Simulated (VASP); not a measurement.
# SiO2: single point with r2SCAN

The system is SiO2.

```
Si O
1.0
    -2.43798    2.43798    3.65000
     2.43798   -2.43798    3.65000
     2.43798    2.43798   -3.65000
Si O
2 4
Cartesian
  0.0000 0.0000 0.0000
  0.0000 2.4380 1.8250
  1.2190 2.9680 2.7375
  0.5300 1.2190 0.9125
  -1.2190 1.9080 2.7375
  -0.5300 3.6570 0.9125
```

- Program: VASP 6.6.1
- Task: single point
- Functional: r2SCAN
- Potentials or basis: VASP PAW PBE potentials, release 64 (Si, O)
- Cutoff: 520 eV
- k mesh: 8 × 8 × 8
- Occupations: gaussian, width 0.02 eV
- Spin: no spin polarisation

```
Pressure               : 1.0 GPa
Largest force          : 0.006 eV/Å
Band gap on the k mesh : 6.67 eV
```

Forces on the atoms (eV/Å):
```
Si   0.000  0.000  0.000
Si   0.000  0.000  0.000
O    0.000  0.006  0.000
O    0.006  0.000  0.000
O    0.000 -0.006  0.000
O   -0.006  0.000  0.000
```

Levels at points of the mesh, in eV from the valence-band top:
| k point | band 12 | band 13 | band 14 | band 15 | band 16 | band 17 | band 18 | band 19 | band 20 | band 21 |
| --- | --- | --- | --- | --- | --- | --- | --- | --- | --- | --- |
| (0.00, 0.00, 0.00) | -1.53 | -1.47 | -0.82 | 0.00 | 0.00 | 6.67 | 9.69 | 12.11 | 12.16 | 12.16 |
| (0.50, 0.00, 0.00) | -1.58 | -1.42 | -0.75 | -0.40 | -0.17 | 9.22 | 9.80 | 10.70 | 11.24 | 11.99 |
| (0.50, 0.50, 0.00) | -2.03 | -0.90 | -0.90 | -0.29 | -0.29 | 10.09 | 10.09 | 11.27 | 11.27 | 12.16 |
| (0.50, 0.50, 0.50) | -2.03 | -1.51 | -1.51 | -0.25 | -0.25 | 9.77 | 9.77 | 10.96 | 10.96 | 13.01 |

Wall time 14 min on 1 thread of Intel Xeon 8259CL, on a shared host, peak memory 0.3 GiB.

Caveat: the PAW data sets were made with another functional, which shifts forces and pressure a little. A k mesh can miss the band edges.
